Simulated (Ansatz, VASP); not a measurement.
**Two plane-wave programs on Au**

File INCAR:

```
SYSTEM = Au
  PREC = Accurate
  ENCUT = 520
  EDIFF = 1E-6
  ISMEAR = 1
  SIGMA = 1.0
  LREAL = .FALSE.
  LASPH = .TRUE.
  NELM = 100
  ALGO = Normal
  ISIF = 2
  LWAVE = .FALSE.
  LCHARG = .TRUE.
  LELF = .TRUE.
  LVHAR = .TRUE.
  NBANDS = 12
```

KPOINTS

```
regular mesh
0
G
  13 13 13
  0 0 0
```

The input POSCAR:

```
Au
1.0
    0.0000000000      2.0229622709      2.0229622709
    2.0229622709      0.0000000000      2.0229622709
    2.0229622709      2.0229622709      0.0000000000
Au
1
Direct
    0.0000000000      0.0000000000      0.0000000000
```

Input for Ansatz:

```yaml
crystal:
  lattice:
    - [0.0, 2.0229622709, 2.0229622709]
    - [2.0229622709, 0.0, 2.0229622709]
    - [2.0229622709, 2.0229622709, 0.0]
  atoms:
    - { symbol: Au, position: [0.0, 0.0, 0.0] }
hamiltonian:
  xc: lda
  pseudopotentials:
    kind: paw
    azcp:
      Au: "pseudopotentials/Au.paw.azcp"
basis:
  ecutwfc: 420
  fft_grid_basis: typed
kpoints:
  mp_grid: { grid: [13, 13, 13], shift: [0, 0, 0] }
magnetization:
  spin_polarized: false
scf:
  occupations: { method: cold, width: 1.0 }
  lower_state_search: "off"
output:
  stress: true
```

Alike in both runs: task single point; functional LDA; k mesh 13 × 13 × 13; no spin polarisation.

|  | VASP | Ansatz |
| --- | --- | --- |
| version | VASP 6.6.1 | Ansatz 0.2.0 |
| potentials or method | VASP PAW LDA potentials, release 64 (Au), cutoff 520 eV | plane waves (420 eV) with PAW, scalar-relativistic |
| occupations | methfessel-paxton of order 1, width 1 eV | cold, width 1 eV |
| valence electrons in the cell | 11 | 19 |

Ansatz gave:

- pressure (GPa): -1.1

Which values does VASP return?

Pressure (GPa): 0.6.

Ansatz warns that its potentials were made for another functional, while VASP's fit it. LDA's correlation is that of Perdew and Zunger in VASP and of Perdew and Wang (1992) in Ansatz. VASP's potentials hold 11 valence electrons a cell and Ansatz's 19, so a difference there can come from the potentials and not from the codes.

Neither program's run includes spin-orbit coupling.
